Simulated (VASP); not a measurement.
Write the native input for VASP 6.6.1 that does the following.

* Task: single point
* Functional: PBE
* Potentials or basis: VASP PAW PBE potentials, release 64 (Ga_d, N)
* Cutoff: 520 eV
* k mesh: 10 × 10 × 10
* Occupations: gaussian, width 0.02 eV
* Spin: no spin polarisation
* Dipole correction: no
* Further INCAR settings: ALGO = Normal; EDIFF = 1e-06; NBANDS = 16

The structure of GaN lies in POSCAR:

```
GaN
1.0
    0.0000000000      2.2350603703      2.2350603703
    2.2350603703      0.0000000000      2.2350603703
    2.2350603703      2.2350603703      0.0000000000
Ga N
1 1
Direct
    0.0000000000      0.0000000000      0.0000000000
    0.7500000000      0.7500000000      0.7500000000
```

The input as run:

INCAR

```
SYSTEM = GaN
PREC = Accurate
ENCUT = 520
EDIFF = 1E-6
ISMEAR = 0
SIGMA = 0.02
LREAL = .FALSE.
LASPH = .TRUE.
NELM = 80
ALGO = Normal
ISIF = 2
LWAVE = .FALSE.
LCHARG = .FALSE.
GGA = PE
NBANDS = 16
```

KPOINTS

```
regular mesh
0
G
  10 10 10
  0 0 0
```

Potentials or basis: VASP PAW PBE potentials, release 64 (Ga_d, N).

Launch:

```bash
$ cat potpaw_PBE.64/Ga_d/POTCAR potpaw_PBE.64/N/POTCAR > POTCAR
$ mpirun -np 1 vasp_std > vasp.out
```

It gave:

| Item | Value |
| --- | --- |
| Pressure | 10.1 GPa |
| Band gap on the k mesh | 1.88 eV, direct |

It took 33 s on 1 thread of Intel Xeon 8259CL, on a shared host, peak memory 0.14 GiB.
